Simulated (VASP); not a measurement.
Set up this calculation in VASP 6.6.1, as the native input.

```
Task                   : single point
Functional             : PBE
Potentials or basis    : VASP PAW PBE potentials, release 64 (Si, B, C)
Cutoff                 : 520 eV
k mesh                 : 6 × 6 × 2
Occupations            : gaussian, width 0.1 eV
Spin                   : no spin polarisation
Dipole correction      : no
Further INCAR settings : ALGO = Normal; EDIFF = 1e-06; NBANDS = 29
```

The structure of Si2B2C lies in POSCAR:

```
Si2B2C
1.0
    2.9551308613     -0.0000000026      0.0000000000
   -1.4775654283      2.5592183987      0.0000000000
    0.0000000000      0.0000000000     11.5895562389
Si B C
4 4 2
Direct
    0.6666666667      0.3333333333      0.6474873809
    0.6666666667      0.3333333333      0.8525126191
    0.3333333333      0.6666666667      0.3525126191
    0.3333333333      0.6666666667      0.1474873809
    0.6666666667      0.3333333333      0.4765533618
    0.6666666667      0.3333333333      0.0234466382
    0.3333333333      0.6666666667      0.9765533618
    0.3333333333      0.6666666667      0.5234466382
    0.0000000000      0.0000000000      0.7500000000
    0.0000000000      0.0000000000      0.2500000000
```

The input as run:

INCAR

```
SYSTEM = Si2B2C
  PREC = Accurate
  ENCUT = 520
  EDIFF = 1E-6
  ISMEAR = 0
  SIGMA = 0.1
  LREAL = .False.
  LASPH = .True.
  NELM = 60
  ALGO = Normal
  ISIF = 2
  LWAVE = .False.
  LCHARG = .False.
  GGA = PE
  NBANDS = 29
```

KPOINTS

```
regular mesh
0
Gamma
  6 6 2
  0 0 0
```

Potentials or basis: VASP PAW PBE potentials, release 64 (Si, B, C).

Run with:

```bash
$ cat potpaw_PBE.64/Si/POTCAR potpaw_PBE.64/B/POTCAR potpaw_PBE.64/C/POTCAR > POTCAR
$ mpirun -np 1 vasp_std > vasp.out
```

It gave:

```
Pressure               : -0.1 GPa
Largest force          : 0.013 eV/Å
Band gap on the k mesh : zero (band 18 reaches 13.88 eV, above the bottom of band 19 at 10.38 eV)
```

Caveat: the k points lie up to 0.41 Å⁻¹ apart.

It took 15 s on 1 thread of Intel(R) Xeon(R) 6975P-C (Granite Rapids) (shared host), peak memory 0.21 GiB.
